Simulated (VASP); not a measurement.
# Co in VASP: notebook

Co is run at these levels: LDA, PBE; tasks: single point.

All numbers are computed with VASP 6.6.1; they aren't measurements. Logs are shortened: lines on timing, memory, paths and dates and some standing lists are left out, and cuts for length are marked.

### Step 1. The cell of the first run

The cell holds a slab with vacuum, 7 atoms: a = 2.471 Å, b = 2.471 Å, c = 27.132 Å, α = 90.00°, β = 90.00°, γ = 120.00°.

### Step 2. Single point, LDA, collinear spin, ferromagnetic start

INCAR

```
PREC = Accurate
ENCUT = 520
EDIFF = 1E-7
ISMEAR = -1
SIGMA = 0.05
LREAL = F
LASPH = T
NELM = 150
ALGO = Normal
ISIF = 2
LWAVE = F
LCHARG = F
ISPIN = 2
MAGMOM = 2 2 2 2 2 2 2
LORBIT = 11
LMAXMIX = 4
LDIPOL = T
IDIPOL = 3
DIPOL = 0.5 0.5 0.500
NBANDS = 44
```

KPOINTS

```
Automatic mesh
0
Gamma
  12 12 1
```

POSCAR

```
Co
1.0
    2.4705617809      0.0000000000      0.0000000000
   -1.2352808904      2.1395692639      0.0000000000
    0.0000000000      0.0000000000     27.1323507000
Co
7
Direct
    0.3333333300      0.6666666600      0.2764227871
    0.0000000000      0.0000000000      0.3509485247
    0.6666666700      0.3333333400      0.4254742624
    0.0000000000      0.0000000000      0.5000000000
    0.3333333300      0.6666666600      0.5745257376
    0.0000000000      0.0000000000      0.6490514753
    0.6666666700      0.3333333400      0.7235772129
```

Potentials or basis: VASP PAW LDA potentials, release 64 (Co).

Run with:

```
$ cat potpaw_LDA.64/Co/POTCAR > POTCAR
$ mpirun -np 1 vasp_std > vasp.out
```

OUTCAR:

```text
PREC = Accurate
   ENCUT = 520
   EDIFF = 1E-7
   ISMEAR = -1
   LREAL = F
   LASPH = T
   NELM = 150
   ISIF = 2
   ISPIN = 2
   LORBIT = 11

 ion  position               nearest neighbor table
   1  0.333  0.667  0.276-   2 2.47   2 2.47   2 2.47
   2  0.000  0.000  0.351-   1 2.47   3 2.47   1 2.47   1 2.47   3 2.47   3 2.47
   3  0.667  0.333  0.425-   4 2.47   2 2.47   4 2.47   4 2.47   2 2.47   2 2.47
   4  0.000  0.000  0.500-   5 2.47   3 2.47   5 2.47   3 2.47   3 2.47   5 2.47
   5  0.333  0.667  0.575-   4 2.47   6 2.47   4 2.47   4 2.47   6 2.47   6 2.47
   6  0.000  0.000  0.649-   7 2.47   5 2.47   7 2.47   7 2.47   5 2.47   5 2.47
   7  0.667  0.333  0.724-   6 2.47   6 2.47   6 2.47

  LATTYP: Found a hexagonal cell.
 ALAT       =     2.4705617809
 C/A-ratio  =    10.9822595451

  Lattice vectors:

 A1 = (   2.4705617809,   0.0000000000,   0.0000000000)
 A2 = (  -1.2352808904,   2.1395692639,   0.0000000000)
 A3 = (   0.0000000000,   0.0000000000,  27.1323507000)

Analysis of symmetry for initial positions (statically):
=====================================================================
 Subroutine PRICEL returns:
 Original cell was already a primitive cell.

 Routine SETGRP: Setting up the symmetry group for a
 hexagonal supercell.

 Subroutine GETGRP returns: Found 12 space group operations
 (whereof 12 operations were pure point group operations)
 out of a pool of 24 trial point group operations.

The static configuration has the point symmetry D_3d.

Analysis of symmetry for dynamics (positions and initial velocities):
=====================================================================
 Subroutine PRICEL returns:
 Original cell was already a primitive cell.

 Routine SETGRP: Setting up the symmetry group for a
 hexagonal supercell.

 Subroutine GETGRP returns: Found 12 space group operations
 (whereof 12 operations were pure point group operations)
 out of a pool of 24 trial point group operations.

The dynamic configuration has the point symmetry D_3d.

Analysis of structural, dynamic, and magnetic symmetry:
=====================================================================
 Subroutine PRICEL returns:
 Original cell was already a primitive cell.

 Routine SETGRP: Setting up the symmetry group for a
 hexagonal supercell.

 Subroutine GETGRP returns: Found 12 space group operations
 (whereof 12 operations were pure point group operations)
 out of a pool of 24 trial point group operations.

The overall configuration has the point symmetry D_3d.

 Subroutine INISYM returns: Found 12 space group operations
 (whereof 12 operations are pure point group operations),
 and found     1 'primitive' translations

----------------------------------------------------------------------------------------

                                     Primitive cell

  volume of cell :     143.4199

  direct lattice vectors                    reciprocal lattice vectors
     2.470561781  0.000000000  0.000000000     0.404766239  0.233691897  0.000000000
    -1.235280890  2.139569264  0.000000000     0.000000000  0.467383794  0.000000000
     0.000000000  0.000000000 27.132350700     0.000000000  0.000000000  0.036856372

  length of vectors
     2.470561781  2.470561781 27.132350700     0.467383794  0.467383794  0.036856372

  position of ions in fractional coordinates (direct lattice)
     0.333333330  0.666666660  0.276422787
     0.000000000  0.000000000  0.350948525
     0.666666670  0.333333340  0.425474262
     0.000000000  0.000000000  0.500000000
     0.333333330  0.666666660  0.574525738
     0.000000000  0.000000000  0.649051475
     0.666666670  0.333333340  0.723577213

  ion indices of the primitive-cell ions
   primitive index   ion index
                 1           1
                 2           2
                 3           3
                 4           4
                 5           5
[... 50 lines left out ...]
   k-points           NKPTS =     19   k-points in BZ     NKDIM =     19   number of bands    NBANDS=     44
   number of dos      NEDOS =    301   number of ions     NIONS =      7
   total plane-waves  NPLWV =  68040
   dimension x,y,z NGX =    18 NGY =   18 NGZ =  210
   dimension x,y,z NGXF=    36 NGYF=   36 NGZF=  420
   ions per type =               7
   NGX,Y,Z   is equivalent  to a cutoff of  12.11, 12.11, 12.87 a.u.
   NGXF,Y,Z  is equivalent  to a cutoff of  24.22, 24.22, 25.73 a.u.
 SYSTEM =  unknown system
   PREC   = accura    normal or accurate (medium, high low for compatibility)
   ISTART =      0    job   : 0-new  1-cont  2-samecut
   ICHARG =      2    charge: 1-file 2-atom 10-const
   ISPIN  =      2    spin polarized calculation?
   LNONCOLLINEAR =      F non collinear calculations
   LSORBIT =      F    spin-orbit coupling
   LASPH  =      T    aspherical Exc in radial PAW
   ENCUT  =  520.0 eV  38.22 Ry    6.18 a.u.   4.59  4.59 50.45*2*pi/ulx,y,z
   NELM   =    150;   NELMIN=  2; NELMDL= -5     # of ELM steps
   EDIFF  = 0.1E-06   stopping-criterion for ELM
   LREAL  =      F    real-space projection
   EDIFFG = 0.1E-05   stopping-criterion for IOM
   NSW    =      0    number of steps for IOM
   IBRION =     -1    ionic relax: 0-MD 1-quasi-New 2-CG
   NFREE  =      0    steps in history (QN), initial steepest desc. (CG)
   ISIF   =      2    stress and relaxation
   ISYM   =      2    0-nonsym 1-usesym 2-fastsym
   POTIM  = 0.5000    time-step for ionic-motion
   TEBEG  =    0.0;   TEEND  =   0.0 temperature during run
   PSTRESS=    0.0 pullay stress
   NELECT =      63.0000    total number of electrons
   NUPDOWN=      -1.0000    fix difference up-down
   EMIN   =  10.00;   EMAX   =-10.00  energy-range for DOS
   EFERMI =   0.00;   METHOD = LEGACY
   ISMEAR =    -1;   SIGMA  =   0.05  broadening in eV -4-tet -1-fermi 0-gaus
   EFERMI_NEDOS =   21; number of points for ismear=-14 and -15
   IALGO  =     38    algorithm
   IMIX   =      4    mixing-type and parameters
     AMIX     =   0.40;   BMIX     =  1.00
     AMIX_MAG =   1.60;   BMIX_MAG =  1.00
  volume/ion in A,a.u.               =      20.49       138.26
  Fermi-wavevector in a.u.,A,eV,Ry     =   1.244472  2.351711 21.071492  1.548711
  Thomas-Fermi vector in A             =   2.378737
   LORBIT       =     11    0 simple, 1 ext, 2 COOP (PROOUT), +10 PAW based schemes
   GGA     = CA    functional components
   LHFCALC =     F    Hartree Fock is set to
   AEXX    =    0.0000 exact exchange contribution
   IVDW    =     0    specifies the selected vdW correction
   LEPSILON=     F    determine dielectric tensor
   LRPA    =     F    only Hartree local field effects (RPA)
 spin polarized calculation
  energy-cutoff  :      520.00
  volume of cell :      143.42
 maximum number of plane-waves:      3916
   NGX =  9   NGY =  9   NGZ =101

 dipolmoment           0.000000      0.000000     -0.000000 electrons x Angstroem

 number of electron      62.9999977 magnetization      11.1700816

 dipolmoment           0.000000      0.000000      0.000000 electrons x Angstroem

 Free energy of the ion-electron system (eV)
  ---------------------------------------------------
  ext. energy  EPLUGINS =         0.00000000
  ---------------------------------------------------
  free energy    TOTEN  =       -54.67843339 eV

  energy without entropy =      -54.60338488  energy(sigma->0) =      -54.64090913

 E-fermi :   2.7947     XC(G=0):  -7.9649

 val. band max:        2.7923924479   @ k =   0.4167  -0.0000   0.0000
 cond. band min:       2.8065311860   @ k =   0.1667   0.0833   0.0000
 fundamental gap:      0.0141387381
 Fermi energy:         2.7947442341

 spin component 1

 k-point     1 :       0.0000    0.0000    0.0000
  band No.  band energies     occupation
      1      -6.0726      1.00000
      2      -5.5775      1.00000
      3      -4.7702      1.00000
      4      -3.7949      1.00000
      5      -2.9472      1.00000
      6      -2.5112      1.00000
[... 863 lines left out ...]
     42       9.0422      0.00000
     43       9.0622      0.00000
 Fermi energy:         2.7947442341

 spin component 2

 k-point     1 :       0.0000    0.0000    0.0000
  band No.  band energies     occupation
      1      -5.8822      1.00000
      2      -5.3782      1.00000
      3      -4.5562      1.00000
      4      -3.5279      1.00000
      5      -2.5171      1.00000
      6      -1.8218      1.00000
[... 863 lines left out ...]
     42       9.7266      0.00000
     43       9.7400      0.00000
 [bands above 43 left out]

------------------------ aborting loop because EDIFF is reached ----------------------------------------

 vacuum level on the upper side and lower side of the slab       (xc-potential included)        -0.009        -0.009

  FORCE on cell =-STRESS in cart. coord.  units (eV):
  Direction    XX          YY          ZZ          XY          YZ          ZX
  --------------------------------------------------------------------------------------
  -------------------------------------------------------------------------------------
  Total       -8.7810972     -8.7810972     -7.8055560     -0.0000000      0.0000000      0.0000000
  in kB      -98.0956789    -98.0956789    -87.1976807     -0.0000000      0.0000000      0.0000000
  external PRESSURE =     -94.4630128 kB  Pullay stress =       0.0000000 kB

 VOLUME and BASIS-vectors are now :
 -----------------------------------------------------------------------------
  energy-cutoff  :      520.00
  volume of cell :      143.42
      direct lattice vectors                 reciprocal lattice vectors
     2.470561781  0.000000000  0.000000000     0.404766239  0.233691897  0.000000000
    -1.235280890  2.139569264  0.000000000     0.000000000  0.467383794  0.000000000
     0.000000000  0.000000000 27.132350700     0.000000000  0.000000000  0.036856372

 POSITION                                       TOTAL-FORCE (eV/Angst)
 -----------------------------------------------------------------------------------
      0.00000      1.42638      7.50000         0.000000      0.000000      0.810310
      0.00000      0.00000      9.52206        -0.000000     -0.000000     -0.300332
      1.23528      0.71319     11.54412        -0.000000      0.000000      0.094854
      0.00000      0.00000     13.56618        -0.000000     -0.000000     -0.000000
      0.00000      1.42638     15.58823         0.000000     -0.000000     -0.094854
      0.00000      0.00000     17.61029         0.000000      0.000000      0.300332
      1.23528      0.71319     19.63235         0.000000     -0.000000     -0.810310
 -----------------------------------------------------------------------------------
    total drift:                                0.000000      0.000000      0.000000

  FREE ENERGIE OF THE ION-ELECTRON SYSTEM (eV)
  ---------------------------------------------------
  free  energy   TOTEN  =       -54.6784333912 eV

  energy  without entropy=      -54.6033848755  energy(sigma->0) =      -54.64090913

 vacuum level on the upper side and lower side of the slab         8.198         8.198

 total charge

# of ion       s       p       d       tot
------------------------------------------
    1        0.487   0.407   7.252   8.145
    2        0.491   0.527   7.288   8.306
    3        0.496   0.530   7.285   8.311
    4        0.494   0.528   7.289   8.312
    5        0.496   0.530   7.285   8.311
    6        0.491   0.527   7.288   8.306
    7        0.487   0.407   7.252   8.145
--------------------------------------------------
tot          3.443   3.456  50.938  57.837

 magnetization (x)

# of ion       s       p       d       tot
------------------------------------------
    1       -0.008  -0.024   1.704   1.672
    2       -0.013  -0.036   1.644   1.594
    3       -0.010  -0.034   1.594   1.549
    4       -0.014  -0.036   1.591   1.541
    5       -0.010  -0.034   1.594   1.549
    6       -0.013  -0.036   1.644   1.594
    7       -0.008  -0.024   1.704   1.672
--------------------------------------------------
tot         -0.077  -0.225  11.475  11.172
```

It took 10 min on 1 thread of Oxide Virtual Turin-like, shared host; peak memory 0.27 GiB.

Results:

- Free energy: -54.6784 eV
- Largest force: 0.810 eV/Å
- Net moment: 11.17 μB per cell
- Site moments: Co +1.67, +1.59, +1.55, +1.54 (each value once) μB
- Valence electrons inside the program's atomic spheres: Co 8.14, 8.31 (each value once)

Forces on the atoms (eV/Å):
```
Co   0.000  0.000  0.810
Co   0.000  0.000 -0.300
Co   0.000  0.000  0.095
Co   0.000  0.000  0.000
Co   0.000  0.000 -0.095
Co   0.000  0.000  0.300
Co   0.000  0.000 -0.810
```

Levels at points of the mesh, in eV from the Fermi level:
Spin up:
```
           k point  band 35  band 36  band 37  band 38  band 39  band 40
(0.00, 0.00, 0.00)    -1.20    -0.88    -0.88    -0.75    -0.75    -0.61
(0.50, 0.00, 0.00)    -0.32     0.60     1.17     1.46     2.52     2.54
```
Spin down:
```
           k point  band 23  band 24  band 25  band 26  band 27  band 28
(0.00, 0.00, 0.00)    -0.90    -0.83    -0.83    -0.81    -0.81    -0.04
(0.50, 0.00, 0.00)     0.26     0.44     0.46     0.84     1.07     1.08
```

### Step 3. Single point, PBE, collinear spin, ferromagnetic start

INCAR

```
SYSTEM = Co
PREC = Accurate
ENCUT = 520
EDIFF = 1E-7
ISMEAR = -1
SIGMA = 0.05
LREAL = .False.
LASPH = .True.
NELM = 150
ALGO = Normal
ISIF = 2
LWAVE = .False.
LCHARG = .True.
ISPIN = 2
MAGMOM = 2 2 2 2 2 2 2
LORBIT = 11
LMAXMIX = 4
LDIPOL = .True.
IDIPOL = 3
DIPOL = 0.5 0.5 0.500
GGA = PE
LELF = .True.
LVHAR = .True.
LVACPOTAV = .True.
NBANDS = 44
```

KPOINTS

```
Automatic mesh
0
Gamma
  12 12 1
  0 0 0
```

POSCAR is that of step 2.

Potentials or basis: VASP PAW PBE potentials, release 64 (Co).

Run with:

```
$ cat potpaw_PBE.64/Co/POTCAR > POTCAR
$ mpirun -np 1 vasp_std > vasp.out
```

Wall time 11 min (1 thread of Oxide Virtual Turin-like, shared host); peak memory 0.35 GiB.

The run converged. Its results:

```
Free energy                                           : -47.7821 eV
Largest force                                         : 0.357 eV/Å
Net moment                                            : 11.83 μB per cell
Site moments                                          : Co +1.77, +1.70, +1.68, +1.66 (each value once) μB
Valence electrons inside the program's atomic spheres : Co 8.13, 8.30 (each value once)
```

Forces on the atoms (eV/Å):
```
Co   0.000  0.000  0.211
Co   0.000  0.000 -0.357
Co   0.000  0.000  0.115
Co   0.000  0.000  0.000
Co   0.000  0.000 -0.115
Co   0.000  0.000  0.357
Co   0.000  0.000 -0.211
```

Levels at points of the mesh, in eV from the Fermi level:
Spin up:
```csv
k point,band 36,band 37,band 38,band 39,band 40,band 41
"(0.00, 0.00, 0.00)",-1.13,-1.13,-1.00,-1.00,-0.87,-0.87
"(0.50, 0.00, 0.00)",0.52,1.07,1.37,2.42,2.48,2.77
```
Spin down:
| k point | band 22 | band 23 | band 24 | band 25 | band 26 | band 27 |
| --- | --- | --- | --- | --- | --- | --- |
| (0.00, 0.00, 0.00) | -0.86 | -0.86 | -0.79 | -0.79 | -0.76 | -0.76 |
| (0.50, 0.00, 0.00) | 0.05 | 0.23 | 0.39 | 0.51 | 0.91 | 0.91 |
